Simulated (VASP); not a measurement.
A run of VASP 6.6.1 is set up as follows.

Contents of INCAR:

```
ALGO = Normal
EDIFF = 1E-6
ENCUT = 520
GGA = PE
ISIF = 2
ISMEAR = 0
LASPH = True
LCHARG = False
LDAU = True
LDAUJ = 0 0
LDAUL = 2 -1
LDAUPRINT = 1
LDAUTYPE = 2
LDAUU = 4 0
LMAXMIX = 4
LREAL = False
LWAVE = False
NBANDS = 60
NELM = 150
PREC = Accurate
SIGMA = 0.02
```

KPOINTS

```
k-points
0
Gamma
  6 6 4
```

The input POSCAR:

```
TiO2
1.0
    3.8180006865      0.0000000000      0.0000000000
    0.0000000000      3.8180006865      0.0000000000
    0.0000000000      0.0000000000     10.0683662918
Ti O
4 8
Direct
    0.0000000000      0.0000000000      0.0000000000
    0.0000000000      0.5000000000      0.2500000000
    0.5000000000      0.5000000000      0.5000000000
    0.5000000000      0.0000000000      0.7500000000
    0.0000000000      0.5000000000      0.4521376835
    0.0000000000      0.0000000000      0.2021376835
    0.0000000000      0.5000000000      0.0478623165
    0.5000000000      0.5000000000      0.2978623165
    0.5000000000      0.0000000000      0.9521376835
    0.5000000000      0.5000000000      0.7021376835
    0.5000000000      0.0000000000      0.5478623165
    0.0000000000      0.0000000000      0.7978623165
```

Potentials or basis: VASP PAW PBE potentials, release 64 (Ti_sv, O).

Run with:

```sh
$ cat potpaw_PBE.64/Ti_sv/POTCAR potpaw_PBE.64/O/POTCAR > POTCAR
$ mpirun -np 1 vasp_std > vasp.out
```

(1) Estimate the band gap on the k mesh.

(2) Predict the pressure.

(3) Predict the largest force.

Results:

(1) 2.74 eV.

(2) -0.6 GPa.

(3) 0.126 eV/Å.

Caveat: the cell differs from its parent crystal (strain along c alone, the other axes held: +3.0 %, then relaxed in part).
